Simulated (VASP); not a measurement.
# Al (Fm-3m) in VASP: single point with PBE

Aim: the single point of Al with PBE.

Program: VASP 6.6.1. These are calculated values, not measurements. Logs are shortened: lines on timing, memory, paths and dates and some standing lists are left out, and cuts for length are marked.

## Step 1: The cell of the first run

It takes space group Fm-3m (No. 225, cubic). Conventional cell: a = 4.050 Å, b = 4.050 Å, c = 4.050 Å, α = 90.00°, β = 90.00°, γ = 90.00°. Al (site symmetry m-3m) has 12 Al at 2.86 Å within 3.8 Å.

## Step 2: Single point, PBE

INCAR reads:

```
SYSTEM = Al
  PREC = Accurate
  ENCUT = 500
  EDIFF = 1E-6
  ISMEAR = -1
  SIGMA = 0.2
  LREAL = .FALSE.
  LASPH = .TRUE.
  NELM = 120
  ALGO = Normal
  ISIF = 2
  LWAVE = .FALSE.
  LCHARG = .FALSE.
  GGA = PE
  NBANDS = 8
  GGA_COMPAT = .FALSE.
```

KPOINTS reads:

```
Automatic mesh
0
G
  6 6 6
  0 0 0
```

POSCAR reads:

```
Al
1.0
    0.0000000000      2.0248000000      2.0248000000
    2.0248000000      0.0000000000      2.0248000000
    2.0248000000      2.0248000000      0.0000000000
Al
1
Direct
    0.0000000000      0.0000000000      0.0000000000
```

Potentials or basis: VASP PAW PBE potentials, release 64 (Al).

Launch:

```console
$ cat potpaw_PBE.64/Al/POTCAR > POTCAR
$ mpirun -np 1 vasp_std > vasp.out
```

OUTCAR:

```text
SYSTEM = Al
   PREC = Accurate
   ENCUT = 500
   EDIFF = 1E-6
   ISMEAR = -1
   LREAL = .FALSE.
   LASPH = .TRUE.
   NELM = 120
   ISIF = 2
   GGA = PE

 ion  position               nearest neighbor table
   1  0.000  0.000  0.000-

  LATTYP: Found a face centered cubic cell.
 ALAT       =     4.0496000000

  Lattice vectors:

 A1 = (   0.0000000000,   2.0248000000,   2.0248000000)
 A2 = (   2.0248000000,   0.0000000000,   2.0248000000)
 A3 = (   2.0248000000,   2.0248000000,   0.0000000000)

Analysis of symmetry for initial positions (statically):
=====================================================================
 Subroutine PRICEL returns:
 Original cell was already a primitive cell.

 Routine SETGRP: Setting up the symmetry group for a
 face centered cubic supercell.

 Subroutine GETGRP returns: Found 48 space group operations
 (whereof 48 operations were pure point group operations)
 out of a pool of 48 trial point group operations.

The static configuration has the point symmetry O_h .

Analysis of symmetry for dynamics (positions and initial velocities):
=====================================================================
 Subroutine PRICEL returns:
 Original cell was already a primitive cell.

 Routine SETGRP: Setting up the symmetry group for a
 face centered cubic supercell.

 Subroutine GETGRP returns: Found 48 space group operations
 (whereof 48 operations were pure point group operations)
 out of a pool of 48 trial point group operations.

The dynamic configuration has the point symmetry O_h .

 Subroutine INISYM returns: Found 48 space group operations
 (whereof 48 operations are pure point group operations),
 and found     1 'primitive' translations

----------------------------------------------------------------------------------------

                                     Primitive cell

  volume of cell :      16.6026

  direct lattice vectors                    reciprocal lattice vectors
     0.000000000  2.024800000  2.024800000    -0.246937969  0.246937969  0.246937969
     2.024800000  0.000000000  2.024800000     0.246937969 -0.246937969  0.246937969
     2.024800000  2.024800000  0.000000000     0.246937969  0.246937969 -0.246937969

  length of vectors
     2.863499621  2.863499621  2.863499621     0.427709109  0.427709109  0.427709109

  position of ions in fractional coordinates (direct lattice)
     0.000000000  0.000000000  0.000000000

  ion indices of the primitive-cell ions
   primitive index   ion index
                 1           1

----------------------------------------------------------------------------------------

 KPOINTS: Automatic mesh

Automatic generation of k-mesh.
 Grid dimensions read from file:
 generate k-points for:    6    6    6

 Generating k-lattice:

  Cartesian coordinates                     Fractional coordinates (reciprocal lattice)
    -0.041156328  0.041156328  0.041156328     0.166666667  0.000000000  0.000000000
     0.041156328 -0.041156328  0.041156328     0.000000000  0.166666667  0.000000000
     0.041156328  0.041156328 -0.041156328     0.000000000  0.000000000  0.166666667

  Length of vectors
     0.071284851  0.071284851  0.071284851

  Shift w.r.t. Gamma in fractional coordinates (k-lattice)
     0.000000000  0.000000000  0.000000000

 Subroutine IBZKPT returns following result:
 ===========================================

 Found     16 irreducible k-points:

 Following reciprocal coordinates:
            Coordinates               Weight
  0.000000  0.000000  0.000000      1.000000
  0.166667  0.000000  0.000000      8.000000
  0.333333  0.000000  0.000000      8.000000
  0.500000  0.000000  0.000000      4.000000
  0.166667  0.166667  0.000000      6.000000
  0.333333  0.166667  0.000000     24.000000
[... 8 lines left out ...]
 -0.333333  0.333333  0.166667     24.000000
 -0.333333  0.500000  0.166667     12.000000
   k-points           NKPTS =     16   k-points in BZ     NKDIM =     16   number of bands    NBANDS=      8
   number of dos      NEDOS =    301   number of ions     NIONS =      1
   total plane-waves  NPLWV =  13824
   dimension x,y,z NGX =    24 NGY =   24 NGZ =   24
   dimension x,y,z NGXF=    48 NGYF=   48 NGZF=   48
   ions per type =               1
   NGX,Y,Z   is equivalent  to a cutoff of  13.93, 13.93, 13.93 a.u.
   NGXF,Y,Z  is equivalent  to a cutoff of  27.87, 27.87, 27.87 a.u.
 SYSTEM =  Al
   PREC   = accura    normal or accurate (medium, high low for compatibility)
   ISTART =      0    job   : 0-new  1-cont  2-samecut
   ICHARG =      2    charge: 1-file 2-atom 10-const
   ISPIN  =      1    spin polarized calculation?
   LNONCOLLINEAR =      F non collinear calculations
   LSORBIT =      F    spin-orbit coupling
   LASPH  =      T    aspherical Exc in radial PAW
   ENCUT  =  500.0 eV  36.75 Ry    6.06 a.u.   5.22  5.22  5.22*2*pi/ulx,y,z
   NELM   =    120;   NELMIN=  2; NELMDL= -5     # of ELM steps
   EDIFF  = 0.1E-05   stopping-criterion for ELM
   LREAL  =      F    real-space projection
   EDIFFG = 0.1E-04   stopping-criterion for IOM
   NSW    =      0    number of steps for IOM
   IBRION =     -1    ionic relax: 0-MD 1-quasi-New 2-CG
   NFREE  =      0    steps in history (QN), initial steepest desc. (CG)
   ISIF   =      2    stress and relaxation
   ISYM   =      2    0-nonsym 1-usesym 2-fastsym
   POTIM  = 0.5000    time-step for ionic-motion
   TEBEG  =    0.0;   TEEND  =   0.0 temperature during run
   PSTRESS=    0.0 pullay stress
   NELECT =       3.0000    total number of electrons
   NUPDOWN=      -1.0000    fix difference up-down
   EMIN   =  10.00;   EMAX   =-10.00  energy-range for DOS
   EFERMI =   0.00;   METHOD = LEGACY
   ISMEAR =    -1;   SIGMA  =   0.20  broadening in eV -4-tet -1-fermi 0-gaus
   EFERMI_NEDOS =   21; number of points for ismear=-14 and -15
   IALGO  =     38    algorithm
   IMIX   =      4    mixing-type and parameters
     AMIX     =   0.40;   BMIX     =  1.00
     AMIX_MAG =   1.60;   BMIX_MAG =  1.00
  volume/ion in A,a.u.               =      16.60       112.04
  Fermi-wavevector in a.u.,A,eV,Ry     =   0.925528  1.748995 11.654791  0.856603
  Thomas-Fermi vector in A             =   2.051393
   LORBIT       =      0    0 simple, 1 ext, 2 COOP (PROOUT), +10 PAW based schemes
   GGA     = PE    functional components
   LHFCALC =     F    Hartree Fock is set to
   AEXX    =    0.0000 exact exchange contribution
   IVDW    =     0    specifies the selected vdW correction
   LEPSILON=     F    determine dielectric tensor
   LRPA    =     F    only Hartree local field effects (RPA)
 non-spin polarized calculation
  energy-cutoff  :      500.00
  volume of cell :       16.60
 maximum number of plane-waves:       444
 NGX is ok and might be reduce to    24
   NGX = 11   NGY = 11   NGZ = 11

 number of electron       3.0000000 magnetization

 Free energy of the ion-electron system (eV)
  ---------------------------------------------------
  ext. energy  EPLUGINS =         0.00000000
  ---------------------------------------------------
  free energy    TOTEN  =        -3.83131888 eV

  energy without entropy =       -3.79846022  energy(sigma->0) =       -3.81488955

 E-fermi :   8.1144     XC(G=0): -10.1745

 val. band max:        7.2851148128   @ k =  -0.3333   0.5000   0.1667
 cond. band min:       8.3192027095   @ k =  -0.3333   0.3333   0.0000
 fundamental gap:      1.0340878967
 Fermi energy:         8.1143904214

 k-point     1 :       0.0000    0.0000    0.0000
  band No.  band energies     occupation
      1      -3.1566      2.00000
      2      20.5196      0.00000
      3      20.5196      0.00000
      4      20.5196      0.00000
      5      21.9658      0.00000
      6      21.9658      0.00000
      7      21.9658      0.00000
      8      24.3538      0.00000

 k-point     2 :       0.1667    0.0000    0.0000
  band No.  band energies     occupation
      1      -2.4062      2.00000
      2      14.5529      0.00000
      3      19.2402      0.00000
      4      19.2402      0.00000
      5      22.4606      0.00000
      6      23.8896      0.00000
      7      23.8896      0.00000
      8      25.1525      0.00000

 k-point     3 :       0.3333    0.0000    0.0000
  band No.  band energies     occupation
      1      -0.1785      2.00000
      2       8.4285      0.34427
      3      18.6588      0.00000
      4      18.6588      0.00000
      5      21.2447      0.00000
      6      21.2447      0.00000
      7      22.2088      0.00000
      8      25.2003      0.00000

 k-point     4 :       0.5000    0.0000    0.0000
  band No.  band energies     occupation
      1       3.3670      2.00000
      2       3.5634      2.00000
      3      19.2792      0.00000
      4      19.2792      0.00000
      5      19.3675      0.00000
      6      19.3675      0.00000
      7      23.0222      0.00000
      8      23.1353      0.00000

 k-point     5 :       0.1667    0.1667    0.0000
  band No.  band energies     occupation
      1      -2.1570      2.00000
      2      16.9100      0.00000
      3      16.9100      0.00000
      4      17.0806      0.00000
      5      20.1477      0.00000
      6      20.3764      0.00000
      7      26.9481      0.00000
      8      26.9481      0.00000
[... 89 lines left out ...]
 k-point    14 :       0.5000    0.3333    0.1667
  band No.  band energies     occupation
      1       1.7705      2.00000
      2       9.6358      0.00099
      3      11.0854      0.00000
      4      13.2832      0.00000
      5      20.7096      0.00000
      6      22.3333      0.00000
      7      24.3030      0.00000
      8      30.9272      0.00000

 k-point    15 :      -0.3333    0.3333    0.1667
  band No.  band energies     occupation
      1       5.2150      2.00000
      2       5.4700      2.00000
      3      10.9320      0.00000
      4      11.4856      0.00000
      5      21.9018      0.00000
      6      22.3903      0.00000
      7      26.8089      0.00000
      8      27.9452      0.00000

 k-point    16 :      -0.3333    0.5000    0.1667
  band No.  band energies     occupation
      1       5.9452      1.99996
      2       7.2851      1.96885
      3       8.7118      0.09605
      4      10.2659      0.00004
      5      19.8232      0.00000
      6      21.6472      0.00000
      7      27.9161      0.00000
      8      28.9440      0.00000

------------------------ aborting loop because EDIFF is reached ----------------------------------------

  FORCE on cell =-STRESS in cart. coord.  units (eV):
  Direction    XX          YY          ZZ          XY          YZ          ZX
  --------------------------------------------------------------------------------------
  -------------------------------------------------------------------------------------
  Total       -0.0254532     -0.0254532     -0.0254532     -0.0000000     -0.0000000      0.0000000
  in kB       -2.4562775     -2.4562775     -2.4562775     -0.0000000     -0.0000000      0.0000000
  external PRESSURE =      -2.4562775 kB  Pullay stress =       0.0000000 kB

 VOLUME and BASIS-vectors are now :
 -----------------------------------------------------------------------------
  energy-cutoff  :      500.00
  volume of cell :       16.60
      direct lattice vectors                 reciprocal lattice vectors
     0.000000000  2.024800000  2.024800000    -0.246937969  0.246937969  0.246937969
     2.024800000  0.000000000  2.024800000     0.246937969 -0.246937969  0.246937969
     2.024800000  2.024800000  0.000000000     0.246937969  0.246937969 -0.246937969

 POSITION                                       TOTAL-FORCE (eV/Angst)
 -----------------------------------------------------------------------------------
      0.00000      0.00000      0.00000         0.000000      0.000000      0.000000
 -----------------------------------------------------------------------------------
    total drift:                               -0.000000      0.000000      0.000000

  FREE ENERGIE OF THE ION-ELECTRON SYSTEM (eV)
  ---------------------------------------------------
  free  energy   TOTEN  =        -3.8313188844 eV

  energy  without entropy=       -3.7984602234  energy(sigma->0) =       -3.81488955
```

It took 7.3 s on 1 thread of AMD EPYC 7R13 (Zen 3), shared host; peak memory 0.09 GiB.

What came out:

```
Free energy : -3.8313 eV
Pressure    : -0.2 GPa
```

Levels at points of the mesh, in eV from the Fermi level:
| k point | band 1 | band 2 | band 3 | band 4 | band 5 |
| --- | --- | --- | --- | --- | --- |
| (0.00, 0.00, 0.00) | -11.27 | 12.41 | 12.41 | 12.41 | 13.85 |
| (0.50, 0.00, 0.00) | -4.75 | -4.55 | 11.16 | 11.16 | 11.25 |
| (0.50, 0.50, 0.00) | -3.09 | -1.78 | 5.08 | 5.39 | 5.39 |

Caveat: the k points lie up to 0.45 Å⁻¹ apart.
